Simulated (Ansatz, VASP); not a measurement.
# One calculation of Na, two programs

```
Na
1.0
    -2.11750    2.11750    2.11750
     2.11750   -2.11750    2.11750
     2.11750    2.11750   -2.11750
Na
1
Direct
  0.00000 0.00000 0.00000
```

Alike in both runs: task single point; functional PBE; k mesh 12 × 12 × 12; occupations gaussian, width 0.05 eV; no spin polarisation.

```csv
,VASP,Ansatz
version,VASP 6.6.1,Ansatz 0.2.0
potentials or method,"VASP PAW PBE potentials, release 64 (Na_pv), cutoff 520 eV","all-electron LAPW, scalar-relativistic"
```

|  | VASP | Ansatz | Ansatz less VASP |
| --- | --- | --- | --- |
| pressure (GPa) | -0.2 | -0.2 | +0.03 |

Ansatz ran all-electron here, and VASP with PAW potentials.
